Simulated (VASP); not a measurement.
# SrO: electric field gradients with PBE

SrO:

```xyz
2
Lattice="0.0000 2.5698 2.5698 2.5698 0.0000 2.5698 2.5698 2.5698 0.0000" Properties=species:S:1:pos:R:3 pbc="T T T"
Sr    0.0000    0.0000    0.0000
O     2.5698    2.5698    2.5698
```

| Quantity | Value |
| --- | --- |
| Program | VASP 6.6.1 |
| Task | electric field gradients |
| Functional | PBE |
| Potentials or basis | VASP PAW PBE potentials, release 64 (Sr_sv, O) |
| Cutoff | 520 eV |
| k mesh | 8 × 8 × 8 |
| Occupations | fermi-dirac, width 0.02 eV |
| Spin | non-collinear spin, zero start, spin-orbit coupling |
| Starting moments | [[0.0, 0.0, 0.0], [0.0, 0.0, 0.0]] μB |
| Dipole correction | no |
| Further INCAR settings | ALGO = Normal; EDIFF = 1e-08; NBANDS = 28 |

```
Pressure                                              : 3.5 GPa
Net moment                                            : 0.00 μB per cell
Valence electrons inside the program's atomic spheres : Sr 8.11; O 4.98
```

Moments on the atoms (μB; x, y, z):
```
Sr  0.00 0.00 0.00
O   0.00 0.00 0.00
```

Wall time 56 s on 1 thread of Intel(R) Xeon(R) Platinum 8488C (Sapphire Rapids), on a shared host, peak memory 0.26 GiB.

Caveat: without QUAD_EFG the Cq values of the log hold for a quadrupole moment of 1 mb, not for the nuclei.
